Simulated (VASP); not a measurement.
Li2Hg:

```
CELL_PARAMETERS angstrom
3.18238 0.00000 0.00000
-1.59119 2.75602 0.00000
0.00000 0.00000 15.59047
ATOMIC_POSITIONS crystal
Li 0.33333 0.66667 0.83333
Li 0.33333 0.66667 0.16667
Li 0.33333 0.66667 0.50000
Li 0.66667 0.33333 0.00000
Hg 0.66667 0.33333 0.33333
Hg 0.66667 0.33333 0.66667
```

- Program: VASP 6.6.1
- Task: relaxation of cell and atoms
- Functional: PBE
- Potentials or basis: VASP PAW PBE potentials, release 64 (Li_sv, Hg)
- Cutoff: 600 eV
- k mesh: 15 × 15 × 4
- Occupations: gaussian, width 0.1 eV
- Spin: no spin polarisation

At the start: pressure -1.5 GPa; volume 22.79 Å³/atom.

Question: Where does the relaxation end?

Answer: Over 19 steps the energy falls by 45.8 meV/atom and the volume is 20.87 Å³/atom (-8.4 %); space group P-6m2 (No. 187, to 0.1 Å) before and after.

The path:
| step | energy change (eV) | largest force (eV/Å) | pressure (GPa) | volume (Å³) |
| --- | --- | --- | --- | --- |
| 1 | 0.0000 | 0.2299 | -1.51 | 136.74 |
| 2 | -0.0831 | 0.2337 | -1.09 | 132.51 |
| 3 | -0.1985 | 0.1903 | 0.18 | 123.47 |
| 4 | -0.0059 | 0.1476 | 5.26 | 105.91 |
| 5 | -0.2093 | 0.1646 | 0.79 | 120.30 |
| 6 | -0.2101 | 0.1531 | 0.99 | 119.40 |
| 7 | -0.2423 | 0.1297 | 0.54 | 121.29 |
| 8 | -0.2640 | 0.0743 | -0.19 | 125.00 |
| 9 | -0.2648 | 0.0844 | -0.07 | 124.36 |
| 10 | -0.2648 | 0.0829 | -0.09 | 124.46 |
| 11 | -0.2667 | 0.0661 | -0.02 | 124.19 |
| 12 | -0.2694 | 0.0475 | 0.22 | 123.38 |
| 13 | -0.2711 | 0.0437 | 0.14 | 123.87 |
| 14 | -0.2738 | 0.0330 | -0.06 | 125.29 |
| 15 | -0.2740 | 0.0292 | -0.13 | 125.79 |
| 16 | -0.2746 | 0.0201 | -0.05 | 125.43 |
| 17 | -0.2747 | 0.0138 | 0.01 | 125.19 |
| 18 | -0.2747 | 0.0133 | 0.01 | 125.17 |
| 19 | -0.2748 | 0.0072 | 0.00 | 125.23 |

Final structure:
```xyz
6
Lattice="3.2621 0.0000 0.0000 -1.6310 2.8250 0.0000 0.0000 0.0000 13.5889" Properties=species:S:1:pos:R:3 pbc="T T T"
Li    0.0000    1.8834   11.1500
Li    0.0000    1.8834    2.4389
Li    0.0000    1.8834    6.7944
Li    1.6310    0.9417    0.0000
Hg    1.6310    0.9417    4.5988
Hg    1.6310    0.9417    8.9901
```

Caveat: the cutoff is under 1.25 times the usual one of these potentials, so pressure, stress and relaxed cells hold a basis-set (Pulay) error.
